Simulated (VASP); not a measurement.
A run of VASP 6.6.1:

File POSCAR:

```
Si
1.0
    2.5322986339      0.0000000000      0.0000000000
   -1.2661493170      2.1930349470      0.0000000000
    0.0000000000      0.0000000000      4.2809558065
Si
2
Direct
    0.3333333333      0.6666666667      0.2500000000
    0.6666666667      0.3333333333      0.7500000000
```

File INCAR.step1:

```
PREC = Accurate
ENCUT = 520
ISMEAR = 0
SIGMA = 0.15
LREAL = F
LASPH = T
NELM = 60
NBANDS = 11
GGA = PE
ALGO = Normal
EDIFF = 1E-4
LWAVE = T
LCHARG = F
```

Contents of INCAR.step2:

```
PREC = Accurate
ENCUT = 520
EDIFF = 1E-6
ISMEAR = 0
SIGMA = 0.15
LREAL = F
LASPH = T
NELM = 60
ALGO = Normal
ISIF = 2
LWAVE = F
LCHARG = T
METAGGA = R2SCAN
LMIXTAU = T
LELF = T
LVHAR = T
NBANDS = 11
ISTART = 1
```

File KPOINTS:

```
regular mesh
0
Gamma
  24 24 10
```

Potentials or basis: VASP PAW PBE potentials, release 64 (Si).

The run is started by

```console
$ cat potpaw_PBE.64/Si/POTCAR > POTCAR
$ cp INCAR.step1 INCAR
$ mpirun -np 1 vasp_std > vasp.out
$ cp INCAR.step2 INCAR
$ mpirun -np 1 vasp_std > vasp.out
```

Hardware: 1 thread of AMD EPYC 9R45 96-Core Processor (Zen 5) (shared host).

How long does it take, and how much memory?

Wall time 2 min on 1 thread of AMD EPYC 9R45 96-Core Processor (Zen 5), with other jobs on the host, peak memory 0.16 GiB. Counts: k points 366.
